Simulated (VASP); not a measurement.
Set up this calculation in VASP 6.6.1, as the native input.

```yaml
Task: single point
Functional: PBE
Potentials_or_basis: VASP PAW PBE potentials, release 64 (Ge_d)
Cutoff: 520 eV
k_mesh: 4 × 6 × 4
Occupations: gaussian, width 0.1 eV
Spin: no spin polarisation
Dipole_correction: no
Further_INCAR_settings: ALGO = Normal; EDIFF = 1e-06; NBANDS = 51
```

The structure of Ge lies in POSCAR:

```
Ge
1.0
    7.3238486200      0.0000000000      0.0000000000
    0.0000000000      3.5193815900      0.0000000000
    0.0000000000      0.0000000000      5.0504609300
Ge
6
Direct
    0.4130875300      0.5000000000      0.2018806100
    0.5869124700      0.5000000000      0.7981193900
    0.9130875300      0.5000000000      0.7981193900
    0.0869124700      0.5000000000      0.2018806100
    0.0000000000      0.0000000000      0.5000000000
    0.5000000000      0.0000000000      0.5000000000
```

The cell was built from a structure type or drawn by symmetry, and may not be a known phase.

One way to write it, as run:

INCAR

```
SYSTEM = Ge
ALGO = Normal
EDIFF = 1E-6
ENCUT = 520
GGA = PE
ISIF = 2
ISMEAR = 0
LASPH = .TRUE.
LCHARG = .TRUE.
LELF = .TRUE.
LREAL = .FALSE.
LVHAR = .TRUE.
LWAVE = .FALSE.
NBANDS = 51
NELM = 100
PREC = Accurate
SIGMA = 0.1
```

KPOINTS

```
k-points
0
G
  4 6 4
  0 0 0
```

Potentials or basis: VASP PAW PBE potentials, release 64 (Ge_d).

The run is started by

```bash
$ cat potpaw_PBE.64/Ge_d/POTCAR > POTCAR
$ mpirun -np 1 vasp_std > vasp.out
```

Results of the run:

```yaml
Pressure: 13.0 GPa
Largest_force: 0.567 eV/Å
Band_gap_on_the_k_mesh: zero (bands 42 and 43 overlap by 1.75 eV)
```

Caveat: the cell stands under pressure.

Wall time 99 s on 1 thread of Intel(R) Xeon(R) 6975P-C (Granite Rapids), with other jobs on the host, peak memory 0.32 GiB.
